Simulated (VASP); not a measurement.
# Ni (Fm-3m) in VASP: further runs, part 2 of 2

VASP 6.6.1.

## 5. Single point, r2SCAN, collinear spin, ferromagnetic start

This run uses another cell than the first one, of 10.52 Å³/atom.

The input, POSCAR:

```
Ni
1.0
    0.0000000000      1.7393352784      1.7393352784
    1.7393352784      0.0000000000      1.7393352784
    1.7393352784      1.7393352784      0.0000000000
Ni
1
Direct
    0.0000000000      0.0000000000      0.0000000000
```

The input, INCAR.step1:

```
PREC = Accurate
ENCUT = 520
ISMEAR = 0
SIGMA = 0.1
LREAL = F
LASPH = T
NELM = 150
ISPIN = 2
MAGMOM = 0.9
LMAXMIX = 4
NBANDS = 15
GGA = PE
ALGO = Normal
EDIFF = 1E-4
LWAVE = T
LCHARG = F
```

The input, INCAR.step2:

```
PREC = Accurate
ENCUT = 520
EDIFF = 1E-7
ISMEAR = 0
SIGMA = 0.1
LREAL = F
LASPH = T
NELM = 150
ALGO = Normal
ISIF = 2
LWAVE = F
LCHARG = T
ISPIN = 2
MAGMOM = 0.9
LORBIT = 11
LMAXMIX = 4
METAGGA = R2SCAN
LMIXTAU = T
LELF = T
LVHAR = T
NBANDS = 15
ISTART = 1
```

The input, KPOINTS:

```
Automatic mesh
0
Gamma
  20 20 20
```

Potentials or basis: VASP PAW PBE potentials, release 64 (Ni).

On the command line:

```sh
> cat potpaw_PBE.64/Ni/POTCAR > POTCAR
> cp INCAR.step1 INCAR
> mpirun -np 1 vasp_std > vasp.out
> cp INCAR.step2 INCAR
> mpirun -np 1 vasp_std > vasp.out
```

OUTCAR:

```text
PREC = Accurate
   ENCUT = 520
   EDIFF = 1E-7
   ISMEAR = 0
   LREAL = F
   LASPH = T
   NELM = 150
   ISIF = 2
   ISPIN = 2
   LORBIT = 11
   METAGGA = R2SCAN
   ISTART = 1

 ion  position               nearest neighbor table
   1  0.000  0.000  0.000-

  LATTYP: Found a face centered cubic cell.
 ALAT       =     3.4786705568

  Lattice vectors:

 A1 = (   0.0000000000,   1.7393352784,   1.7393352784)
 A2 = (   1.7393352784,   0.0000000000,   1.7393352784)
 A3 = (   1.7393352784,   1.7393352784,   0.0000000000)

Analysis of symmetry for initial positions (statically):
=====================================================================
 Subroutine PRICEL returns:
 Original cell was already a primitive cell.

 Routine SETGRP: Setting up the symmetry group for a
 face centered cubic supercell.

 Subroutine GETGRP returns: Found 48 space group operations
 (whereof 48 operations were pure point group operations)
 out of a pool of 48 trial point group operations.

The static configuration has the point symmetry O_h .

Analysis of symmetry for dynamics (positions and initial velocities):
=====================================================================
 Subroutine PRICEL returns:
 Original cell was already a primitive cell.

 Routine SETGRP: Setting up the symmetry group for a
 face centered cubic supercell.

 Subroutine GETGRP returns: Found 48 space group operations
 (whereof 48 operations were pure point group operations)
 out of a pool of 48 trial point group operations.

The dynamic configuration has the point symmetry O_h .

Analysis of structural, dynamic, and magnetic symmetry:
=====================================================================
 Subroutine PRICEL returns:
 Original cell was already a primitive cell.

 Routine SETGRP: Setting up the symmetry group for a
 face centered cubic supercell.

 Subroutine GETGRP returns: Found 48 space group operations
 (whereof 48 operations were pure point group operations)
 out of a pool of 48 trial point group operations.

The overall configuration has the point symmetry O_h .

 Subroutine INISYM returns: Found 48 space group operations
 (whereof 48 operations are pure point group operations),
 and found     1 'primitive' translations

[... 151 lines left out ...]
      1       0.1479      1.00000
      2       6.7658      1.00000
      3       6.7659      1.00000
      4       6.7659      1.00000
      5       8.1109      1.00000
      6       8.1109      1.00000
      7      34.6298      0.00000
      8      39.0471      0.00000
      9      39.0471      0.00000
     10      39.0475      0.00000
     11      41.7814      0.00000
     12      41.7814      0.00000
     13      41.7814      0.00000
     14      45.1439      0.00000
[... 403 lines left out ...]
      4       7.1996      1.00000
      5       8.4065      1.00000
      6       8.8022      1.00000
      7      19.3731      0.00000
      8      32.5676      0.00000
      9      35.2162      0.00000
     10      37.3335      0.00000
     11      39.0648      0.00000
     12      41.0857      0.00000
     13      45.6184      0.00000
     14      51.7466      0.00000
     15      52.7356      0.00000

 [... further k-points ...]

 spin component 2

 k-point     1 :       0.0000    0.0000    0.0000
  band No.  band energies     occupation
      1      -0.1039      1.00000
      2       8.0944      1.00000
      3       8.0944      1.00000
      4       8.0944      1.00000
      5       8.8646      1.00000
      6       8.8646      1.00000
      7      34.3729      0.00000
      8      39.1567      0.00000
      9      39.1568      0.00000
     10      39.1568      0.00000
     11      42.0811      0.00000
     12      42.0812      0.00000
     13      42.0812      0.00000
     14      45.2288      0.00000
[... 403 lines left out ...]
      4       7.9097      1.00000
      5       9.5955      0.99775
      6       9.9092      0.05530
      7      19.7662      0.00000
      8      32.5847      0.00000
      9      35.3603      0.00000
     10      37.6400      0.00000
     11      39.2121      0.00000
     12      41.2574      0.00000
     13      45.9088      0.00000
     14      53.0924      0.00000
     15      53.8690      0.00000

 [... further k-points ...]
[... 5 lines left out ...]
  --------------------------------------------------------------------------------------
  -------------------------------------------------------------------------------------
  Total        0.0142591      0.0142591      0.0142591      0.0000000      0.0000000     -0.0000000
  in kB        2.1708201      2.1708201      2.1708201      0.0000000      0.0000000     -0.0000000
  external PRESSURE =       2.1708201 kB  Pullay stress =       0.0000000 kB

 VOLUME and BASIS-vectors are now :
 -----------------------------------------------------------------------------
  energy-cutoff  :      520.00
  volume of cell :       10.52
      direct lattice vectors                 reciprocal lattice vectors
     0.000000000  1.739335278  1.739335278    -0.287466141  0.287466141  0.287466141
     1.739335278  0.000000000  1.739335278     0.287466141 -0.287466141  0.287466141
     1.739335278  1.739335278  0.000000000     0.287466141  0.287466141 -0.287466141

 POSITION                                       TOTAL-FORCE (eV/Angst)
 -----------------------------------------------------------------------------------
      0.00000      0.00000      0.00000         0.000000      0.000000      0.000000
 -----------------------------------------------------------------------------------
    total drift:                               -0.000000     -0.000000     -0.000000

  FREE ENERGIE OF THE ION-ELECTRON SYSTEM (eV)
  ---------------------------------------------------
  free  energy   TOTEN  =       -11.9457545469 eV

  energy  without entropy=      -11.9387830135  energy(sigma->0) =      -11.94226878

 total charge

# of ion       s       p       d       tot
------------------------------------------
    1        0.529   0.550   8.328   9.406

 magnetization (x)

# of ion       s       p       d       tot
------------------------------------------
    1       -0.010  -0.043   0.796   0.743
```

Run time: 2.7 min. Hardware: 1 thread of Intel Xeon 6975P-C (Granite Rapids), shared host; peak memory 0.17 GiB.

What came out:

```yaml
Free_energy: -11.9458 eV
Pressure: 0.2 GPa
Net_moment: 0.72 μB per cell
Site_moments: Ni +0.74 μB
Valence_electrons_inside_the_program's_atomic_spheres: Ni 9.41
```

Caveat: the PAW data sets were made with another functional, which shifts forces and pressure a little.

## 6. Overview

| cell | gap on the mesh (eV) | pressure (GPa) | moment (μB) |
| --- | --- | --- | --- |
| a = 2.410 Å, angles 60.0°, 1 atom | none | 15.7 | 0.68 |
| a = 2.435 Å, angles 60.0°, 1 atom | none | 7.2 | 0.70 |
| a = 2.460 Å, angles 60.0°, 1 atom | none | 0.2 | 0.72 |

Alike in all rows: task single point; level r2SCAN; potentials or basis VASP PAW PBE potentials, release 64 (Ni); spin collinear, ferromagnetic start; k mesh 20 × 20 × 20; cutoff (eV) 520; smearing gaussian 0.1 eV.

Caveats: the PAW data sets were made with another functional, which shifts forces and pressure a little; the cell stands under pressure (at least some runs).

Absolute energies hang on the potentials; compare differences alone.
